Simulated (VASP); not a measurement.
Write the native input for VASP 6.6.1 that does the following.

- Task: relaxation of shape and atoms at fixed volume
- Functional: PBE
- Potentials or basis: VASP PAW PBE potentials, release 64 (Rb_sv, Ho_3, Br), 4f in core
- Cutoff: 500 eV
- k mesh: 4 × 4 × 4
- Occupations: gaussian, width 0.02 eV
- Spin: no spin polarisation
- Dipole correction: no
- Further INCAR settings: ALGO = Normal; EDIFF = 1e-07; IBRION = 2; EDIFFG = -0.01; NSW = 50; ISIF = 4

The structure of RbHoBr4 lies in POSCAR:

```
RbHoBr4
1.0
    5.3693040258      0.0000000000      0.0000000000
    0.0000000000      5.3693040258      0.0000000000
    0.0000000000      0.0000000000      8.7557287876
Rb Ho Br
1 1 4
Direct
    0.0000000000      0.0000000000      0.0000000000
    0.5000000000      0.5000000000      0.5000000000
    0.5000000000      0.5000000000      0.8095029572
    0.5000000000      0.5000000000      0.1904970428
    0.5000000000      0.0000000000      0.5000000000
    0.0000000000      0.5000000000      0.5000000000
```

These files were run (other wordings do the same):

INCAR

```
  PREC = Accurate
  ENCUT = 500
  EDIFF = 1E-7
  ISMEAR = 0
  SIGMA = 0.02
  LREAL = False
  LASPH = True
  NELM = 200
  ALGO = Normal
  ISIF = 4
  LWAVE = False
  LCHARG = False
  GGA = PE
  IBRION = 2
  NSW = 50
  EDIFFG = -0.01
  GGA_COMPAT = False
  NELMIN = 4
  LMAXMIX = 6
```

KPOINTS

```
Automatic mesh
0
Gamma
  4 4 4
```

Potentials or basis: VASP PAW PBE potentials, release 64 (Rb_sv, Ho_3, Br), 4f in core.

Launch:

```sh
$ cat potpaw_PBE.64/Rb_sv/POTCAR potpaw_PBE.64/Ho_3/POTCAR potpaw_PBE.64/Br/POTCAR > POTCAR
$ mpirun -np 1 vasp_std > vasp.out
```

Results of the run:

```yaml
Energy_gained_by_relaxing: 0.7 meV/atom
Ionic_steps: 5
Pressure_after_relaxing: 2.0 GPa
Largest_force_after_relaxing: 0.006 eV/Å
Band_gap_on_the_k_mesh: 2.89 eV
```

Caveat: spin-orbit coupling is left out, which moves the levels of the heavy elements; the 4f electrons are frozen in the core, so they carry no moment and show no levels.

It took 4 min on 1 thread of AMD EPYC 9R45 96-Core Processor (Zen 5), on a shared host, peak memory 0.36 GiB.
